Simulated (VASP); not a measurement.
Input of a VASP 6.6.1 run:

POSCAR

```
Mg3Sb2
1.0
    4.4811096596      0.0000000000      0.0000000000
   -2.2405548298      3.8807548023      0.0000000000
    0.0000000000      0.0000000000      7.0760778932
Mg Sb
3 2
Direct
    0.3333333333      0.6666666667      0.6332019232
    0.6666666667      0.3333333333      0.3667980768
    0.0000000000      0.0000000000      0.0000000000
    0.3333333333      0.6666666667      0.2255439340
    0.6666666667      0.3333333333      0.7744560660
```

The input INCAR.step1:

```
SYSTEM = Mg3Sb2
PREC = Accurate
ENCUT = 660
ISMEAR = 0
SIGMA = 0.02
LREAL = .False.
LASPH = .True.
NELM = 120
NBANDS = 16
GGA = PE
ALGO = Normal
EDIFF = 1E-5
LWAVE = .True.
LCHARG = .False.
GGA_COMPAT = .False.
```

Contents of INCAR.step2:

```
SYSTEM = Mg3Sb2
PREC = Accurate
ENCUT = 660
EDIFF = 1E-6
ISMEAR = 0
SIGMA = 0.02
LREAL = .False.
LASPH = .True.
NELM = 120
ALGO = Normal
ISIF = 2
LWAVE = .False.
LCHARG = .True.
METAGGA = R2SCAN
LMIXTAU = .True.
LELF = .True.
LVHAR = .True.
NBANDS = 16
ISTART = 1
GGA_COMPAT = .False.
```

Contents of KPOINTS:

```
Automatic mesh
0
Gamma
  6 6 4
  0 0 0
```

Potentials or basis: VASP PAW PBE potentials, release 64 (Mg, Sb).

The run is started by

```sh
$ cat potpaw_PBE.64/Mg/POTCAR potpaw_PBE.64/Sb/POTCAR > POTCAR
$ cp INCAR.step1 INCAR
$ mpirun -np 1 vasp_std > vasp.out
$ cp INCAR.step2 INCAR
$ mpirun -np 1 vasp_std > vasp.out
```

(1) Predict the pressure.

(2) Predict the band gap on the k mesh.

(3) Estimate the largest force.

## Answers

(1) 3.3 GPa.

(2) 0.46 eV (least direct gap 1.77 eV).

(3) 0.016 eV/Å.

Caveat: the cell stands under pressure; semilocal functionals underestimate gaps, and a narrow one can read as zero; the PAW data sets were made with another functional, which shifts forces and pressure a little; spin-orbit coupling is left out, which moves the levels of the heavy elements.
